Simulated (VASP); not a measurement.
# Li2H (P4/mmm) in VASP: notebook

Runs on Li2H. Level: PBE. Tasks: single point, relaxation of cell and atoms.

Everything below comes from runs of VASP 6.6.1. Logs are shortened: lines on timing, memory, paths and dates and some standing lists are left out, and cuts for length are marked.

## 1. The cell of the first run

It takes space group P4/mmm (No. 123, tetragonal). The conventional cell has a = 2.661 Å, b = 2.661 Å, c = 4.653 Å, α = 90.00°, β = 90.00°, γ = 90.00°. Li (site symmetry 4mm) has 1 Li at 2.00 Å and 4 H at 2.30 Å within 2.6 Å. H (site symmetry 4/mmm) has 8 Li at 2.30 Å and 4 H at 2.66 Å within 3.0 Å.

## 2. Single point, PBE

Contents of INCAR:

```
ALGO     = Normal         # electronic algorithm
EDIFF    = 1E-6           # SCF threshold, eV
ENCUT    = 520            # plane-wave cutoff, eV
GGA      = PE             # functional
ISIF     = 2              # what is computed and relaxed
ISMEAR   = 0              # smearing method
LASPH    = True           # aspherical terms in the spheres
LCHARG   = False          # write CHGCAR
LREAL    = False          # projectors in reciprocal space
LWAVE    = False          # write WAVECAR
NBANDS   = 10             # bands
NELM     = 60             # most SCF steps
PREC     = Accurate       # precision mode
SIGMA    = 0.1            # smearing width, eV
```

Contents of KPOINTS:

```
k-points
0
Gamma
  6 6 4
```

Contents of POSCAR:

```
Li2H
1.0
    2.6611123800      0.0000000000      0.0000000000
    0.0000000000      2.6611123800      0.0000000000
    0.0000000000      0.0000000000      4.6531689800
Li H
2 1
Direct
    0.5000000000      0.5000000000      0.2147287200
    0.5000000000      0.5000000000      0.7852712800
    0.0000000000      0.0000000000      0.5000000000
```

Potentials or basis: VASP PAW PBE potentials, release 64 (Li_sv, H).

Started as:

```bash
cat potpaw_PBE.64/Li_sv/POTCAR potpaw_PBE.64/H/POTCAR > POTCAR
mpirun -np 1 vasp_std > vasp.out
```

OUTCAR:

```text
EDIFF = 1E-6
   ENCUT = 520
   GGA = PE
   ISIF = 2
   ISMEAR = 0
   LASPH = True
   LREAL = False
   NELM = 60
   PREC = Accurate

 ion  position               nearest neighbor table
   1  0.500  0.500  0.215-   2 2.00
   2  0.500  0.500  0.785-   1 2.00
   3  0.000  0.000  0.500-

  LATTYP: Found a simple tetragonal cell.
 ALAT       =     2.6611123800
 C/A-ratio  =     1.7485804113

  Lattice vectors:

 A1 = (   2.6611123800,   0.0000000000,   0.0000000000)
 A2 = (   0.0000000000,   2.6611123800,   0.0000000000)
 A3 = (   0.0000000000,   0.0000000000,   4.6531689800)

Analysis of symmetry for initial positions (statically):
=====================================================================
 Subroutine PRICEL returns:
 Original cell was already a primitive cell.

 Routine SETGRP: Setting up the symmetry group for a
 simple tetragonal supercell.

 Subroutine GETGRP returns: Found 16 space group operations
 (whereof 16 operations were pure point group operations)
 out of a pool of 16 trial point group operations.

The static configuration has the point symmetry D_4h.

Analysis of symmetry for dynamics (positions and initial velocities):
=====================================================================
 Subroutine PRICEL returns:
 Original cell was already a primitive cell.

 Routine SETGRP: Setting up the symmetry group for a
 simple tetragonal supercell.

 Subroutine GETGRP returns: Found 16 space group operations
 (whereof 16 operations were pure point group operations)
 out of a pool of 16 trial point group operations.

The dynamic configuration has the point symmetry D_4h.

 Subroutine INISYM returns: Found 16 space group operations
 (whereof 16 operations are pure point group operations),
 and found     1 'primitive' translations

----------------------------------------------------------------------------------------

                                     Primitive cell

  volume of cell :      32.9515

  direct lattice vectors                    reciprocal lattice vectors
     2.661112380  0.000000000  0.000000000     0.375782702  0.000000000  0.000000000
     0.000000000  2.661112380  0.000000000     0.000000000  0.375782702  0.000000000
     0.000000000  0.000000000  4.653168980     0.000000000  0.000000000  0.214907304

  length of vectors
     2.661112380  2.661112380  4.653168980     0.375782702  0.375782702  0.214907304

  position of ions in fractional coordinates (direct lattice)
     0.500000000  0.500000000  0.214728720
     0.500000000  0.500000000  0.785271280
     0.000000000  0.000000000  0.500000000

  ion indices of the primitive-cell ions
   primitive index   ion index
                 1           1
                 2           2
                 3           3

----------------------------------------------------------------------------------------

 KPOINTS: k-points

Automatic generation of k-mesh.
 Grid dimensions read from file:
 generate k-points for:    6    6    4

 Generating k-lattice:

  Cartesian coordinates                     Fractional coordinates (reciprocal lattice)
     0.062630450  0.000000000  0.000000000     0.166666667  0.000000000  0.000000000
     0.000000000  0.062630450  0.000000000     0.000000000  0.166666667  0.000000000
     0.000000000  0.000000000  0.053726826     0.000000000  0.000000000  0.250000000

  Length of vectors
     0.062630450  0.062630450  0.053726826

  Shift w.r.t. Gamma in fractional coordinates (k-lattice)
     0.000000000  0.000000000  0.000000000

 Subroutine IBZKPT returns following result:
 ===========================================

 Found     30 irreducible k-points:

 Following reciprocal coordinates:
            Coordinates               Weight
  0.000000  0.000000  0.000000      1.000000
  0.166667  0.000000  0.000000      4.000000
  0.333333  0.000000  0.000000      4.000000
  0.500000  0.000000  0.000000      2.000000
  0.166667  0.166667  0.000000      4.000000
  0.333333  0.166667  0.000000      8.000000
[... 16 lines left out ...]
  0.333333  0.000000  0.500000      4.000000
  0.500000  0.000000  0.500000      2.000000
 [... further k-points ...]
   k-points           NKPTS =     30   k-points in BZ     NKDIM =     30   number of bands    NBANDS=     10
   number of dos      NEDOS =    301   number of ions     NIONS =      3
   total plane-waves  NPLWV =  14400
   dimension x,y,z NGX =    20 NGY =   20 NGZ =   36
   dimension x,y,z NGXF=    40 NGYF=   40 NGZF=   72
   ions per type =               2   1
   NGX,Y,Z   is equivalent  to a cutoff of  12.49, 12.49, 12.86 a.u.
   NGXF,Y,Z  is equivalent  to a cutoff of  24.99, 24.99, 25.72 a.u.
 SYSTEM =  unknown system
   PREC   = accura    normal or accurate (medium, high low for compatibility)
   ISTART =      0    job   : 0-new  1-cont  2-samecut
   ICHARG =      2    charge: 1-file 2-atom 10-const
   ISPIN  =      1    spin polarized calculation?
   LNONCOLLINEAR =      F non collinear calculations
[... 35 lines left out ...]
 non-spin polarized calculation
 Gauss-broadening in eV      SIGMA  =   0.10
  energy-cutoff  :      520.00
  volume of cell :       32.95
 maximum number of plane-waves:       902
 NGX is ok and might be reduce to    20
   NGX =  9   NGY =  9   NGZ = 17

 number of electron       6.9999981 magnetization

 Free energy of the ion-electron system (eV)
  ---------------------------------------------------
  ext. energy  EPLUGINS =         0.00000000
  ---------------------------------------------------
  free energy    TOTEN  =        -6.87499230 eV

  energy without entropy =       -6.87167940  energy(sigma->0) =       -6.87333585

 E-fermi :   1.6911     XC(G=0):  -8.0669

 val. band max:        1.6101876266   @ k =   0.3333   0.1667   0.2500
 cond. band min:       1.8736218819   @ k =   0.5000   0.1667   0.5000
 fundamental gap:      0.2634342552
 Fermi energy:         1.6911082238

 k-point     1 :       0.0000    0.0000    0.0000
  band No.  band energies     occupation
      1     -45.2611      2.00000
      2     -45.0782      2.00000
      3      -4.6512      2.00000
      4       0.1833      2.00000
      5       4.8487      0.00000
      6      12.7149      0.00000
      7      13.0883      0.00000
      8      13.0883      0.00000
      9      15.9518      0.00000
     10      18.4211      0.00000

 k-point     2 :       0.1667    0.0000    0.0000
  band No.  band energies     occupation
      1     -45.2536      2.00000
      2     -45.0723      2.00000
      3      -4.2519      2.00000
      4       0.6813      2.00000
      5       5.0618      0.00000
      6       8.9978      0.00000
      7      11.4854      0.00000
      8      13.6105      0.00000
      9      15.6142      0.00000
     10      17.7624      0.00000

 k-point     3 :       0.3333    0.0000    0.0000
  band No.  band energies     occupation
      1     -45.2385      2.00000
      2     -45.0601      2.00000
      3      -3.2096      2.00000
      4       2.1719      0.00000
      5       5.1407      0.00000
      6       5.5683      0.00000
      7       8.0303      0.00000
      8      12.8749      0.00000
      9      15.0636      0.00000
     10      17.6144      0.00000

 k-point     4 :       0.5000    0.0000    0.0000
  band No.  band energies     occupation
      1     -45.2309      2.00000
      2     -45.0540      2.00000
      3      -2.4309      2.00000
      4       3.4144      0.00000
      5       4.3402      0.00000
      6       5.0100      0.00000
      7       5.8840      0.00000
      8      11.8207      0.00000
      9      16.3635      0.00000
     10      17.5818      0.00000
[... 222 lines left out ...]
 k-point    22 :       0.1667    0.0000    0.5000
  band No.  band energies     occupation
      1     -45.2398      2.00000
      2     -45.0864      2.00000
      3      -3.8967      2.00000
      4      -0.7239      2.00000
      5       8.4583      0.00000
      6       9.7481      0.00000
      7      11.1012      0.00000
      8      11.4862      0.00000
      9      14.8186      0.00000
     10      15.1964      0.00000

 k-point    23 :       0.3333    0.0000    0.5000
  band No.  band energies     occupation
      1     -45.2252      2.00000
      2     -45.0737      2.00000
      3      -2.7380      2.00000
      4       0.3404      2.00000
      5       5.6927      0.00000
      6       6.2107      0.00000
      7      11.0794      0.00000
      8      11.5920      0.00000
      9      16.0956      0.00000
     10      16.1550      0.00000

 k-point    24 :       0.5000    0.0000    0.5000
  band No.  band energies     occupation
      1     -45.2179      2.00000
      2     -45.0672      2.00000
      3      -1.8304      2.00000
      4       1.3096      2.00000
      5       3.7874      0.00000
      6       4.4943      0.00000
      7      11.0164      0.00000
      8      13.1660      0.00000
      9      15.4130      0.00000
     10      17.0821      0.00000

 [... further k-points ...]

------------------------ aborting loop because EDIFF is reached ----------------------------------------

  FORCE on cell =-STRESS in cart. coord.  units (eV):
  Direction    XX          YY          ZZ          XY          YZ          ZX
  --------------------------------------------------------------------------------------
  -------------------------------------------------------------------------------------
  Total       -1.0970588     -1.0970588      3.0441044      0.0000000      0.0000000     -0.0000000
  in kB      -53.3415030    -53.3415030    148.0112979      0.0000000      0.0000000     -0.0000000
  external PRESSURE =      13.7760973 kB  Pullay stress =       0.0000000 kB

 VOLUME and BASIS-vectors are now :
 -----------------------------------------------------------------------------
  energy-cutoff  :      520.00
  volume of cell :       32.95
      direct lattice vectors                 reciprocal lattice vectors
     2.661112380  0.000000000  0.000000000     0.375782702  0.000000000  0.000000000
     0.000000000  2.661112380  0.000000000     0.000000000  0.375782702  0.000000000
     0.000000000  0.000000000  4.653168980     0.000000000  0.000000000  0.214907304

 POSITION                                       TOTAL-FORCE (eV/Angst)
 -----------------------------------------------------------------------------------
      1.33056      1.33056      0.99917        -0.000000     -0.000000      2.056652
      1.33056      1.33056      3.65400         0.000000      0.000000     -2.056652
      0.00000      0.00000      2.32658         0.000000      0.000000     -0.000000
 -----------------------------------------------------------------------------------
    total drift:                               -0.000000      0.000000      0.000000

  FREE ENERGIE OF THE ION-ELECTRON SYSTEM (eV)
  ---------------------------------------------------
  free  energy   TOTEN  =        -6.8749923038 eV

  energy  without entropy=       -6.8716794025  energy(sigma->0) =       -6.87333585
```

It took 4.5 s on 1 thread of Intel Xeon 6975P-C (Granite Rapids), shared host; peak memory 0.13 GiB.

Results:

* Free energy: -6.8750 eV
* Largest force: 2.057 eV/Å

Forces in eV/Å, atoms in the order of the input:
```
Li   0.000  0.000  2.057
Li   0.000  0.000 -2.057
H    0.000  0.000  0.000
```

Levels at points of the mesh, in eV from the Fermi level:
```tsv
k point	band 1	band 2	band 3	band 4	band 5	band 6	band 7	band 8
(0.00, 0.00, 0.00)	-46.95	-46.77	-6.34	-1.51	3.16	11.02	11.40	11.40
(0.50, 0.00, 0.00)	-46.92	-46.75	-4.12	1.72	2.65	3.32	4.19	10.13
(0.50, 0.50, 0.00)	-46.89	-46.72	-0.78	2.26	2.26	6.83	8.19	8.19
(0.00, 0.00, 0.50)	-46.94	-46.78	-6.02	-2.80	6.87	9.36	11.54	12.63
(0.50, 0.00, 0.50)	-46.91	-46.76	-3.52	-0.38	2.10	2.80	9.33	11.47
(0.50, 0.50, 0.50)	-46.88	-46.73	-0.60	3.61	3.61	4.38	4.38	6.50
```

Caveat: the k points lie up to 0.39 Å⁻¹ apart; the cutoff is under 1.25 times the usual one of these potentials, so pressure, stress and relaxed cells hold a basis-set (Pulay) error; forces of over 1 eV/Å act on the atoms, so gaps and moduli don't describe the material at rest.

## 3. Single point, PBE

This run uses another cell than the first one, of 11.27 Å³/atom, 1.026 times its volume.

Contents of INCAR:

```
SYSTEM = Li2H
PREC = Accurate
ENCUT = 520
EDIFF = 1E-7
ISMEAR = 0
SIGMA = 0.1
LREAL = .FALSE.
LASPH = .TRUE.
NELM = 100
ALGO = Normal
ISIF = 2
LWAVE = .FALSE.
LCHARG = .FALSE.
GGA = PE
NBANDS = 10
```

Contents of KPOINTS:

```
regular mesh
0
G
  6 6 4
  0 0 0
```

Contents of POSCAR:

```
Li2H
1.0
    2.5620425395      0.0000000000      0.0000000000
    0.0000000000      2.5620425395      0.0000000000
    0.0000000000      0.0000000000      5.1519287765
Li H
2 1
Direct
    0.5000000000      0.5000000000      0.2621152238
    0.5000000000      0.5000000000      0.7378847762
    0.0000000000      0.0000000000      0.5000000000
```

Potentials or basis: VASP PAW PBE potentials, release 64 (Li_sv, H).

Started as:

```bash
cat potpaw_PBE.64/Li_sv/POTCAR potpaw_PBE.64/H/POTCAR > POTCAR
mpirun -np 1 vasp_std > vasp.out
```

It took 7.9 s on 1 thread of Intel Xeon 6975P-C (Granite Rapids), shared host; peak memory 0.13 GiB.

Results (log left out):

```
Free energy   : -7.4727 eV
Largest force : 0.012 eV/Å
```

Forces on the atoms (eV/Å):
```
Li   0.000  0.000  0.012
Li   0.000  0.000 -0.012
H    0.000  0.000  0.000
```

Levels at points of the mesh, in eV from the Fermi level:
```
           k point  band 1  band 2  band 3  band 4  band 5  band 6  band 7
(0.00, 0.00, 0.00)  -47.16  -47.12   -7.37   -2.19    1.70   11.75   12.52
(0.50, 0.00, 0.00)  -47.12  -47.08   -4.95    1.42    2.62    2.90    3.05
(0.50, 0.50, 0.00)  -47.08  -47.04   -1.43    2.55    2.55    7.00    7.00
(0.00, 0.00, 0.50)  -47.15  -47.13   -7.26   -3.02    5.50    5.91   11.85
(0.50, 0.00, 0.50)  -47.11  -47.09   -4.75    0.13    1.52    2.86    7.57
(0.50, 0.50, 0.50)  -47.07  -47.05   -1.37    3.33    3.33    4.71    4.71
```

Caveat: the k points lie up to 0.41 Å⁻¹ apart; the cutoff is under 1.25 times the usual one of these potentials, so pressure, stress and relaxed cells hold a basis-set (Pulay) error.

## 4. Relaxation of cell and atoms, PBE

Contents of INCAR:

```
PREC = Accurate ; ENCUT = 600
EDIFF = 1E-7 ; ISMEAR = 0
SIGMA = 0.1 ; LREAL = F
LASPH = T ; NELM = 80
ALGO = Normal ; ISIF = 3
LWAVE = F ; LCHARG = F
GGA = PE ; IBRION = 2
NSW = 90 ; EDIFFG = -0.04
```

Contents of KPOINTS:

```
regular mesh
0
Gamma
  6 6 4
```

Contents of POSCAR:

```
Li2H
1.0
    2.6611123800      0.0000000000      0.0000000000
    0.0000000000      2.6611123800      0.0000000000
    0.0000000000      0.0000000000      4.6531689800
Li H
2 1
Direct
    0.5000000000      0.5000000000      0.2147287200
    0.5000000000      0.5000000000      0.7852712800
    0.0000000000      0.0000000000      0.5000000000
```

Started as:

```bash
cat potpaw_PBE.64/Li_sv/POTCAR potpaw_PBE.64/H/POTCAR > POTCAR
mpirun -np 1 vasp_std > vasp.out
```

It took 21 s on 1 thread of Intel Xeon 6975P-C (Granite Rapids), shared host; peak memory 0.15 GiB.

The run converged. Its results:

- Free energy: -7.4719 eV
- Relaxed volume: 11.23 Å³/atom
- Relaxed cell: a = 2.557 Å, b = 2.557 Å, c = 5.152 Å, α = 90.00°, β = 90.00°, γ = 90.00°
- Space group after relaxing (to 0.05 Å): P4/mmm (No. 123)
- Energy gained by relaxing: 199.0 meV/atom
- Ionic steps: 6
- Pressure after relaxing: -0.1 GPa
- Largest force after relaxing: 0.020 eV/Å

Forces on the atoms (eV/Å):
```
Li   0.000  0.000  0.020
Li   0.000  0.000 -0.020
H    0.000  0.000  0.000
```

Stress tensor (GPa, compression positive):
```
 0.06  0.00  0.00
 0.00  0.06  0.00
 0.00  0.00 -0.27
```

The path:
```csv
step,energy change (eV),largest force (eV/Å),pressure (GPa),volume (Å³)
1,0.0000,2.0558,1.37,32.95
2,-0.4324,0.9684,0.15,33.35
3,-0.5901,0.2064,-0.13,33.66
4,-0.5961,0.0744,-0.10,33.72
5,-0.5963,0.0466,-0.09,33.73
6,-0.5969,0.0195,-0.05,33.69
```

Final structure:
```yaml
crystal:
  lattice:
    - [2.55732, 0.00000, 0.00000]
    - [0.00000, 2.55732, 0.00000]
    - [0.00000, 0.00000, 5.15159]
  atoms:
    - { symbol: Li, position: [0.50000, 0.50000, 0.26194] }
    - { symbol: Li, position: [0.50000, 0.50000, 0.73806] }
    - { symbol: H, position: [0.00000, 0.00000, 0.50000] }
```

Levels at points of the mesh, in eV from the Fermi level:
| k point | band 1 | band 2 | band 3 | band 4 | band 5 | band 6 | band 7 |
| --- | --- | --- | --- | --- | --- | --- | --- |
| (0.00, 0.00, 0.00) | -47.15 | -47.10 | -7.38 | -2.20 | 1.70 | 11.82 | 12.58 |
| (0.50, 0.00, 0.00) | -47.11 | -47.07 | -4.94 | 1.44 | 2.62 | 2.91 | 3.07 |
| (0.50, 0.50, 0.00) | -47.07 | -47.03 | -1.41 | 2.57 | 2.57 | 7.02 | 7.04 |
| (0.00, 0.00, 0.50) | -47.14 | -47.12 | -7.27 | -3.03 | 5.50 | 5.90 | 11.91 |
| (0.50, 0.00, 0.50) | -47.10 | -47.08 | -4.74 | 0.13 | 1.53 | 2.88 | 7.58 |
| (0.50, 0.50, 0.50) | -47.06 | -47.04 | -1.35 | 3.35 | 3.35 | 4.72 | 4.72 |

Caveat: the k points lie up to 0.41 Å⁻¹ apart in the final cell; the cutoff is under 1.25 times the usual one of these potentials, so pressure, stress and relaxed cells hold a basis-set (Pulay) error.

## 5. Single point, PBE

This run uses another cell than the first one, of 11.23 Å³/atom, 1.023 times its volume.

Contents of INCAR:

```
SYSTEM = Li2H
ALGO = Normal
EDIFF = 1E-6
ENCUT = 520
GGA = PE
ISIF = 2
ISMEAR = 0
LASPH = .TRUE.
LCHARG = .FALSE.
LREAL = .FALSE.
LWAVE = .FALSE.
NBANDS = 10
NELM = 80
PREC = Accurate
SIGMA = 0.1
```

Contents of KPOINTS:

```
k-points
0
G
  18 18 10
  0 0 0
```

Contents of POSCAR:

```
Li2H
1.0
    2.5560637325      0.0000000000      0.0000000000
    0.0000000000      2.5560637325      0.0000000000
    0.0000000000      0.0000000000      5.1582252634
Li H
2 1
Direct
    0.5000000000      0.5000000000      0.2620820429
    0.5000000000      0.5000000000      0.7379179571
    0.0000000000      0.0000000000      0.5000000000
```

Started as:

```bash
cat potpaw_PBE.64/Li_sv/POTCAR potpaw_PBE.64/H/POTCAR > POTCAR
mpirun -np 1 vasp_std > vasp.out
```

Run time: 38 s. Hardware: 1 thread of Intel Xeon 6975P-C (Granite Rapids), shared host; peak memory 0.2 GiB.

Results (log left out):

```yaml
Free_energy: -7.4753 eV
Largest_force: 0.004 eV/Å
```

Forces on the atoms (eV/Å):
```
Li   0.000  0.000  0.004
Li   0.000  0.000 -0.004
H    0.000  0.000  0.000
```

Levels at points of the mesh, in eV from the Fermi level:
```
           k point  band 1  band 2  band 3  band 4  band 5  band 6
(0.00, 0.00, 0.00)  -47.33  -47.29   -7.56   -2.38    1.51   11.64
(0.50, 0.00, 0.00)  -47.29  -47.25   -5.13    1.26    2.43    2.73
(0.50, 0.50, 0.00)  -47.25  -47.21   -1.59    2.40    2.40    6.84
(0.00, 0.00, 0.50)  -47.32  -47.30   -7.45   -3.20    5.29    5.70
(0.50, 0.00, 0.50)  -47.28  -47.26   -4.93   -0.04    1.35    2.71
(0.50, 0.50, 0.50)  -47.24  -47.22   -1.53    3.18    3.18    4.56
```

Caveat: the cutoff is under 1.25 times the usual one of these potentials, so pressure, stress and relaxed cells hold a basis-set (Pulay) error.

## 6. The runs side by side

```tsv
task	cell	k mesh	cutoff (eV)	gap on the mesh (eV)	largest force (eV/Å)
single point	a = 2.661, b = 2.661, c = 4.653 Å, 3 atoms	6 × 6 × 4	520	none	2.06
single point	a = 2.562, b = 2.562, c = 5.152 Å, 3 atoms	6 × 6 × 4	520	none	0.01
relaxation of cell and atoms	relaxed from a = 2.661, b = 2.661, c = 4.653 Å, 3 atoms	6 × 6 × 4	600	none	0.02
single point	a = 2.556, b = 2.556, c = 5.158 Å, 3 atoms	18 × 18 × 10	520	none	-
```

Alike in all rows: level PBE; potentials or basis VASP PAW PBE potentials, release 64 (Li_sv, H); no spin polarisation; smearing gaussian 0.1 eV.

Caveats: some runs use coarse meshes; the cutoff is under 1.25 times the usual one of these potentials, so pressure, stress and relaxed cells hold a basis-set (Pulay) error; forces of over 1 eV/Å act on the atoms, so gaps and moduli don't describe the material at rest (some runs).

Absolute energies hang on the potentials; compare differences alone.
